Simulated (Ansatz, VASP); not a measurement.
# Ga3As2: VASP beside Ansatz

```
Ga As
1.0
     4.33444    0.00000    0.00000
    -2.16722    3.75374    0.00000
     0.00000    0.00000    6.79987
Ga As
3 2
Cartesian
  0.0000 0.0000 0.0000
  0.0000 2.5025 4.3669
  2.1672 1.2512 2.4330
  0.0000 2.5025 1.6613
  2.1672 1.2512 5.1385
```

Alike in both runs: functional PBE; k mesh 6 × 6 × 4; occupations gaussian, width 0.1 eV; no spin polarisation.

Ansatz relaxed the structure, and its values are those at the end. VASP's run is a single point on that final structure, the one shown.

|  | VASP | Ansatz |
| --- | --- | --- |
| version | VASP 6.6.1 | Ansatz 0.2.0 |
| potentials or method | VASP PAW PBE potentials, release 64 (Ga_d, As), cutoff 520 eV | scalar-relativistic, plane waves, PAW |
| valence electrons in the cell | 49 | 69 |

Ansatz gave:

* gap on the k mesh at the Fermi level (eV): none
* pressure (GPa): 0.0
* rms of the force components (eV/Å): 0.007

Task: Which values does VASP return?

Result: gap on the k mesh at the Fermi level (eV): none; pressure (GPa): 0.2; rms of the force components (eV/Å): 0.009.

A gap of «none» marks a metal or a gap that the smearing closes. With one functional, cell and mesh, what is left measures potentials, basis and numerics. VASP's potentials hold 49 valence electrons a cell and Ansatz's 69, so a difference there can come from the potentials and not from the codes.
